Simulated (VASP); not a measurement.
Runs of VASP 6.6.1 on Ir. The structure is that of space group Im-3m (No. 229), or close to it. The cells are those of the table. 

| cell | gap on the mesh (eV) | pressure (GPa) |
| --- | --- | --- |
| a = 2.651 Å, angles 109.5°, 1 atom | none | 2.4 |
| a = 2.686 Å, angles 109.5°, 1 atom | none | -10.8 |
| a = 2.720 Å, angles 109.5°, 1 atom | none | (b) |
| a = 2.615 Å, angles 109.5°, 1 atom | none | 19.1 |
| a = 2.753 Å, angles 109.5°, 1 atom | none | (a) |

Alike in all rows: task single point; level LDA; potentials or basis VASP PAW LDA potentials, release 64 (Ir); no spin polarisation; k mesh 16 × 16 × 16; cutoff (eV) 520; smearing fermi-dirac 0.1 eV.

Task: Fill in the values left out.

Result: (a) -29.1; (b) -21.1.

Caveats: spin-orbit coupling is left out, which moves the levels of the heavy elements.

A k mesh can miss the band edges, and the runs leave out spin-orbit coupling on Ir.

A gap of «none» marks levels without a gap at the run's occupations.
